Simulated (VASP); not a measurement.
# B4Ru (P-43m) in VASP: further runs

B4Ru is run at these levels: PBE; tasks: relaxation of cell and atoms.

All numbers are computed with VASP 6.6.1; they aren't measurements. Logs are shortened: lines on timing, memory, paths and dates and some standing lists are left out, and cuts for length are marked.

## Step 1: The cell of the first run

Symmetry: P-43m, No. 215, cubic system. The conventional cell has a = 3.642 Å, b = 3.642 Å, c = 3.642 Å, α = 90.00°, β = 90.00°, γ = 90.00°. B (site symmetry 3m) has 1 Ru at 1.58 Å within 2.1 Å. Ru (site symmetry -43m) has 4 B at 1.58 Å within 2.1 Å.

The cell was generated, and may not be a known phase.

## Step 2: Relaxation of cell and atoms, PBE

INCAR reads:

```
ALGO     = Normal         # electronic algorithm
EDIFF    = 1E-7           # SCF threshold, eV
EDIFFG   = -0.04          # ionic threshold
ENCUT    = 600            # plane-wave cutoff, eV
GGA      = PE             # functional
IBRION   = 2              # ionic algorithm
ISIF     = 3              # what is computed and relaxed
ISMEAR   = 0              # smearing method
LASPH    = T              # aspherical terms in the spheres
LCHARG   = F              # write CHGCAR
LREAL    = F              # projectors in reciprocal space
LWAVE    = F              # write WAVECAR
NELM     = 80             # most SCF steps
NSW      = 90             # ionic steps
PREC     = Accurate       # precision mode
SIGMA    = 0.1            # smearing width, eV
```

KPOINTS reads:

```
k-points
0
Gamma
  6 6 6
```

POSCAR reads:

```
B4Ru
1.0
    3.6417311300      0.0000000000      0.0000000000
    0.0000000000      3.6417311300      0.0000000000
    0.0000000000      0.0000000000      3.6417311300
B Ru
4 1
Direct
    0.2500000000      0.2500000000      0.2500000000
    0.7500000000      0.7500000000      0.2500000000
    0.2500000000      0.7500000000      0.7500000000
    0.7500000000      0.2500000000      0.7500000000
    0.0000000000      0.0000000000      0.0000000000
```

Potentials or basis: VASP PAW PBE potentials, release 64 (B, Ru_pv).

Run with:

```sh
cat potpaw_PBE.64/B/POTCAR potpaw_PBE.64/Ru_pv/POTCAR > POTCAR
mpirun -np 1 vasp_std > vasp.out
```

OUTCAR:

```text
EDIFF = 1E-7
   EDIFFG = -0.04
   ENCUT = 600
   GGA = PE
   IBRION = 2
   ISIF = 3
   ISMEAR = 0
   LASPH = T
   LREAL = F
   NELM = 80
   NSW = 90
   PREC = Accurate

 ion  position               nearest neighbor table
   1  0.250  0.250  0.250-   5 1.58
   2  0.750  0.750  0.250-   5 1.58
   3  0.250  0.750  0.750-   5 1.58
   4  0.750  0.250  0.750-   5 1.58
   5  0.000  0.000  0.000-   1 1.58   2 1.58   3 1.58   4 1.58

  LATTYP: Found a simple cubic cell.
 ALAT       =     3.6417311300

  Lattice vectors:

 A1 = (   3.6417311300,   0.0000000000,   0.0000000000)
 A2 = (   0.0000000000,   3.6417311300,   0.0000000000)
 A3 = (   0.0000000000,   0.0000000000,   3.6417311300)

Analysis of symmetry for initial positions (statically):
=====================================================================
 Subroutine PRICEL returns:
 Original cell was already a primitive cell.

 Routine SETGRP: Setting up the symmetry group for a
 simple cubic supercell.

 Subroutine GETGRP returns: Found 24 space group operations
 (whereof 24 operations were pure point group operations)
 out of a pool of 48 trial point group operations.

The static configuration has the point symmetry T_d .

Analysis of symmetry for dynamics (positions and initial velocities):
=====================================================================
 Subroutine PRICEL returns:
 Original cell was already a primitive cell.

 Routine SETGRP: Setting up the symmetry group for a
 simple cubic supercell.

 Subroutine GETGRP returns: Found 24 space group operations
 (whereof 24 operations were pure point group operations)
 out of a pool of 48 trial point group operations.

The dynamic configuration has the point symmetry T_d .

 Subroutine INISYM returns: Found 24 space group operations
 (whereof 24 operations are pure point group operations),
 and found     1 'primitive' translations

----------------------------------------------------------------------------------------

                                     Primitive cell

  volume of cell :      48.2974

  direct lattice vectors                    reciprocal lattice vectors
     3.641731130  0.000000000  0.000000000     0.274594682  0.000000000  0.000000000
     0.000000000  3.641731130  0.000000000     0.000000000  0.274594682  0.000000000
     0.000000000  0.000000000  3.641731130     0.000000000  0.000000000  0.274594682

  length of vectors
     3.641731130  3.641731130  3.641731130     0.274594682  0.274594682  0.274594682

  position of ions in fractional coordinates (direct lattice)
[... 101 lines left out ...]
  volume/ion in A,a.u.               =       9.66        65.19
  Fermi-wavevector in a.u.,A,eV,Ry     =   1.331756  2.516654 24.130948  1.773575
  Thomas-Fermi vector in A             =   2.460743
   LORBIT       =      0    0 simple, 1 ext, 2 COOP (PROOUT), +10 PAW based schemes
   GGA     = PE    functional components
   LHFCALC =     F    Hartree Fock is set to
   AEXX    =    0.0000 exact exchange contribution
   IVDW    =     0    specifies the selected vdW correction
   LEPSILON=     F    determine dielectric tensor
   LRPA    =     F    only Hartree local field effects (RPA)
 conjugate gradient relaxation of ions
 non-spin polarized calculation
 Gauss-broadening in eV      SIGMA  =   0.10
  energy-cutoff  :      600.00
  volume of cell :       48.30
 maximum number of plane-waves:      1640
 NGX is ok and might be reduce to    30
   NGX = 15   NGY = 15   NGZ = 15

--------------------------------------- Ionic step        1  -------------------------------------------

 number of electron      26.0000005 magnetization

 Free energy of the ion-electron system (eV)
  ---------------------------------------------------
  ext. energy  EPLUGINS =         0.00000000
  ---------------------------------------------------
  free energy    TOTEN  =       -15.90221743 eV

  energy without entropy =      -15.88681647  energy(sigma->0) =      -15.89451695

------------------------ aborting loop because EDIFF is reached ----------------------------------------

  FORCE on cell =-STRESS in cart. coord.  units (eV):
  Direction    XX          YY          ZZ          XY          YZ          ZX
  --------------------------------------------------------------------------------------
  -------------------------------------------------------------------------------------
  Total       32.5417328     32.5417328     32.5417328      0.0000000      0.0000000      0.0000000
  in kB     1079.5123660   1079.5123660   1079.5123660      0.0000000      0.0000000      0.0000000
  external PRESSURE =    1079.5123660 kB  Pullay stress =       0.0000000 kB
[... 26 lines left out ...]
--------------------------------------- Ionic step        2  -------------------------------------------

 number of electron      25.9999968 magnetization

 E-fermi :   0.3146     XC(G=0):  -7.9416

 val. band max:        0.3132443862   @ k =   0.5000   0.0000   0.0000
 cond. band min:       0.3407733777   @ k =   0.5000   0.5000   0.0000
 fundamental gap:      0.0275289915
 Fermi energy:         0.3146384775

 k-point     1 :       0.0000    0.0000    0.0000
  band No.  band energies     occupation
      1     -41.2631      2.00000
      2     -41.2631      2.00000
      3     -41.2631      2.00000
      4     -15.0670      2.00000
      5      -5.1930      2.00000
      6      -5.1930      2.00000
[... 460 lines left out ...]
  FREE ENERGIE OF THE ION-ELECTRON SYSTEM (eV)
  ---------------------------------------------------
  free  energy   TOTEN  =       -27.4980048221 eV

  energy  without entropy=      -27.4850847564  energy(sigma->0) =      -27.49154479

[... ionic steps 4 to 7 ...]

--------------------------------------- Ionic step        8  -------------------------------------------

 number of electron      26.0000003 magnetization

------------------------ aborting loop because EDIFF is reached ----------------------------------------
[... 73 lines left out ...]
--------------------------------------- Ionic step       10  -------------------------------------------

 number of electron      26.0000005 magnetization

 Free energy of the ion-electron system (eV)
  ---------------------------------------------------
  ext. energy  EPLUGINS =         0.00000000
  ---------------------------------------------------
  free energy    TOTEN  =       -30.86797112 eV

  energy without entropy =      -30.85678623  energy(sigma->0) =      -30.86237868

 E-fermi :   6.8865     XC(G=0): -11.9907

 val. band max:        6.8334590249   @ k =   0.3333   0.0000   0.0000
 cond. band min:       6.9158981763   @ k =   0.5000   0.1667   0.0000
 fundamental gap:      0.0824391514
 Fermi energy:         6.8864701884

 k-point     1 :       0.0000    0.0000    0.0000
  band No.  band energies     occupation
      1     -35.1854      2.00000
      2     -35.1854      2.00000
      3     -35.1854      2.00000
      4      -6.9437      2.00000
      5       1.1226      2.00000
      6       2.1609      2.00000
[... 421 lines left out ...]
  FREE ENERGIE OF THE ION-ELECTRON SYSTEM (eV)
  ---------------------------------------------------
  free  energy   TOTEN  =       -30.8679711245 eV

  energy  without entropy=      -30.8567862306  energy(sigma->0) =      -30.86237868

 reached required accuracy - stopping structural energy minimisation
```

Wall time 2.4 min (1 thread of Intel Xeon Platinum 8488C (Sapphire Rapids), shared host); peak memory 0.18 GiB.

What came out:

| Quantity | Value |
| --- | --- |
| Free energy | -30.8680 eV |
| Relaxed volume | 9.50 Å³/atom |
| Relaxed cell | a = 3.622 Å, b = 3.622 Å, c = 3.622 Å, α = 90.00°, β = 90.00°, γ = 90.00° |
| Space group after relaxing (to 0.1 Å) | P-43m (No. 215) |
| Energy gained by relaxing | 2993.2 meV/atom |
| Ionic steps | 10 |
| Pressure after relaxing | -0.2 GPa |
| Band gap on the k mesh | zero (bands 13 and 14 overlap by 0.47 eV) |

The path:
| step | energy change (eV) | largest force (eV/Å) | pressure (GPa) | volume (Å³) |
| --- | --- | --- | --- | --- |
| 1 | 0.0000 | 18.1259 | 107.95 | 48.30 |
| 2 | -3.3042 | 8.5755 | 0.74 | 109.57 |
| 3 | -11.5958 | 0.8585 | -33.78 | 69.97 |
| 4 | -11.9786 | 1.0541 | -33.44 | 67.47 |
| 5 | -12.5099 | 3.2570 | -16.74 | 57.35 |
| 6 | -12.6645 | 2.1151 | -26.78 | 61.02 |
| 7 | -12.6764 | 2.4025 | -24.53 | 59.98 |
| 8 | -14.8928 | 0.8058 | -6.80 | 49.13 |
| 9 | -14.9648 | 0.1085 | 0.88 | 47.26 |
| 10 | -14.9658 | 0.0228 | -0.21 | 47.50 |

Final structure:
```
B Ru
1.0
     3.62150    0.00000    0.00000
     0.00000    3.62150    0.00000
     0.00000    0.00000    3.62150
B Ru
4 1
Direct
  0.32762 0.32762 0.32762
  0.67238 0.67238 0.32762
  0.32762 0.67238 0.67238
  0.67238 0.32762 0.67238
  0.00000 0.00000 0.00000
```

## Step 3: Relaxation of cell and atoms, PBE

This run uses another cell than the first one, of 9.48 Å³/atom.

INCAR reads:

```
ALGO = Normal ; EDIFF = 1E-7
EDIFFG = -0.01 ; ENCUT = 600
GGA = PE ; IBRION = 2
ISIF = 3 ; ISMEAR = 0
LASPH = True ; LCHARG = False
LREAL = False ; LWAVE = False
NELM = 60 ; NSW = 100
PREC = Accurate ; SIGMA = 0.1
```

KPOINTS reads:

```
k-points
0
Gamma
  10 10 10
```

POSCAR reads:

```
B4Ru
1.0
    3.6194066390      0.0000000000      0.0000000000
    0.0000000000      3.6194066390      0.0000000000
    0.0000000000      0.0000000000      3.6194066390
B Ru
4 1
Direct
    0.3277216326      0.3277216326      0.3277216326
    0.6722783674      0.6722783674      0.3277216326
    0.3277216326      0.6722783674      0.6722783674
    0.6722783674      0.3277216326      0.6722783674
    0.0000000000      0.0000000000      0.0000000000
```

Potentials or basis: VASP PAW PBE potentials, release 64 (B, Ru_pv).

Run with:

```sh
cat potpaw_PBE.64/B/POTCAR potpaw_PBE.64/Ru_pv/POTCAR > POTCAR
mpirun -np 1 vasp_std > vasp.out
```

Wall time 70 s (1 thread of Intel Xeon Platinum 8488C (Sapphire Rapids), shared host); peak memory 0.2 GiB.

The run converged. Its results:

```
Free energy                           : -30.8313 eV
Relaxed volume                        : 9.49 Å³/atom
Relaxed cell                          : a = 3.621 Å, b = 3.621 Å, c = 3.621 Å, α = 90.00°, β = 90.00°, γ = 90.00°
Space group after relaxing (to 0.1 Å) : P-43m (No. 215)
Energy gained by relaxing             : 0.1 meV/atom
Ionic steps                           : 3
Pressure after relaxing               : 0.1 GPa
Largest force after relaxing          : 0.003 eV/Å
Band gap on the k mesh                : zero (bands 13 and 14 overlap by 0.55 eV)
```

Forces on the atoms (eV/Å):
```
B   -0.002 -0.002 -0.002
B    0.002  0.002 -0.002
B   -0.002  0.002  0.002
B    0.002 -0.002  0.002
Ru   0.000  0.000  0.000
```

The path:
| step | energy change (eV) | largest force (eV/Å) | pressure (GPa) | volume (Å³) |
| --- | --- | --- | --- | --- |
| 1 | 0.0000 | 0.0742 | 0.23 | 47.41 |
| 2 | -0.0002 | 0.0580 | -0.03 | 47.51 |
| 3 | -0.0003 | 0.0031 | 0.08 | 47.47 |

Final structure:
```
CELL_PARAMETERS angstrom
3.62081 0.00000 0.00000
0.00000 3.62081 0.00000
0.00000 0.00000 3.62081
ATOMIC_POSITIONS crystal
B 0.32805 0.32805 0.32805
B 0.67194 0.67194 0.32805
B 0.32805 0.67194 0.67194
B 0.67194 0.32805 0.67194
Ru 0.00000 0.00000 0.00000
```

Levels at points of the mesh, in eV from the Fermi level:
```tsv
k point	band 11	band 12	band 13	band 14	band 15	band 16
(0.00, 0.00, 0.00)	-1.78	-1.78	-1.78	1.67	1.67	4.32
(0.50, 0.00, 0.00)	-1.13	-0.99	-0.99	-0.47	0.72	3.13
(0.50, 0.50, 0.00)	-1.54	-0.36	-0.14	1.76	3.08	3.08
(0.50, 0.50, 0.50)	-0.40	-0.32	-0.32	1.16	1.16	1.16
```

The gap in the log of VASP goes by the Fermi energy; the results here count the filled bands.